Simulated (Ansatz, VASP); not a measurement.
## Mg2SbCl in VASP and in Ansatz

```
Mg Sb Cl
1.0
     2.11798    1.22281    6.32302
    -2.11798    1.22281    6.32302
     0.00000   -2.44563    6.32302
Mg Sb Cl
2 1 1
Direct
  0.23910 0.23910 0.23910
  0.76090 0.76090 0.76090
  0.50000 0.50000 0.50000
  0.00000 0.00000 0.00000
```

Alike in both runs: task electric field gradients; functional PBEsol; k mesh 12 × 12 × 12; occupations fermi-dirac, width 0.15 eV; no spin polarisation.

|  | VASP | Ansatz |
| --- | --- | --- |
| version | VASP 6.6.1 | Ansatz 0.2.0 |
| potentials or method | VASP PAW PBE potentials, release 64 (Mg, Sb, Cl), cutoff 520 eV | scalar-relativistic, plane waves, PAW |
| valence electrons in the cell | 16 | 42 |

Ansatz gave:

- gap on the k mesh at the Fermi level (eV): none
- pressure (GPa): 0.0
- rms of the force components (eV/Å): 0.000
- size of Vzz on the site where it differs most (V/Å²): 49.4

Q: Estimate VASP's values.

A: gap on the k mesh at the Fermi level (eV): none; pressure (GPa): 0.1; rms of the force components (eV/Å): 0.007; size of Vzz on the site where it differs most (V/Å²): 52.8.

VASP's potentials were made for PBE, not for PBEsol. Atom by atom the forces differ by 0.007 eV/Å (rms over components). A gap of «none» marks a metal or a gap that the smearing closes. With one functional, cell and mesh, what is left measures potentials, basis and numerics. VASP's potentials hold 16 valence electrons a cell and Ansatz's 42, so a difference there can come from the potentials and not from the codes.

Spin-orbit coupling is off throughout.
